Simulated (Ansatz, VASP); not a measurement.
**Two plane-wave programs on CoO**

Contents of INCAR:

```
SYSTEM = CoO
PREC = Accurate
ENCUT = 600
EDIFF = 1E-6
ISMEAR = -1
SIGMA = 0.05
LREAL = .FALSE.
LASPH = .TRUE.
NELM = 200
ALGO = Normal
ISIF = 2
LWAVE = .FALSE.
LCHARG = .FALSE.
ISPIN = 2
MAGMOM = 3.5 0
LORBIT = 11
LMAXMIX = 4
GGA = PE
NBANDS = 22
GGA_COMPAT = .FALSE.
```

File KPOINTS:

```
Automatic mesh
0
G
  11 11 11
  0 0 0
```

POSCAR

```
CoO
1.0
    0.0000000000      2.1315000000      2.1315000000
    2.1315000000      0.0000000000      2.1315000000
    2.1315000000      2.1315000000      0.0000000000
Co O
1 1
Direct
    0.0000000000      0.0000000000      0.0000000000
    0.5000000000      0.5000000000      0.5000000000
```

Contents of input.yaml:

```yaml
crystal:
  lattice:
    - [0.0, 2.1315, 2.1315]
    - [2.1315, 0.0, 2.1315]
    - [2.1315, 2.1315, 0.0]
  atoms:
    - { symbol: Co, position: [0.0, 0.0, 0.0], spin: 3.5 }
    - { symbol: O, position: [0.5, 0.5, 0.5] }
hamiltonian:
  xc: pbe
  pseudopotentials: { kind: paw }
magnetization:
  spin_polarized: true
kpoints:
  mp_grid: { grid: [11, 11, 11] }
scf:
  occupations: { method: fermi_dirac, width: 0.05 }
output:
  forces: true
  stress: true
  eigenvalues: true
  write_density: true
  write_potential: true
  elf: true
  volumetric_format: npy
```

Alike in both runs: task single point; functional PBE; k mesh 11 × 11 × 11; occupations fermi-dirac, width 0.05 eV; collinear spin.

|  | VASP | Ansatz |
| --- | --- | --- |
| version | VASP 6.6.1 | Ansatz 0.2.0 |
| potentials or method | VASP PAW PBE potentials, release 64 (Co_sv, O) | Ansatz PAW |
| plane-wave cutoff (eV) | 600 | 420 |
| valence electrons in the cell | 23 | 23 |

Ansatz gave:

| Item | Value |
| --- | --- |
| gap on the k mesh at the Fermi level (eV) | none |
| pressure (GPa) | -1.9 |
| net moment per atom (μB) | 1.46 |
| size of the moment on the site where the two differ most (μB) | 2.49 |

What did VASP give for the same quantities?

gap on the k mesh at the Fermi level (eV): none; pressure (GPa): -4.8; net moment per atom (μB): 1.46; size of the moment on the site where the two differ most (μB): 2.52.

Site moments also hang on the region over which each program counts them. A gap of «none» marks a metal or a gap that the smearing closes. With one functional, cell and mesh, what is left measures potentials, basis and numerics.
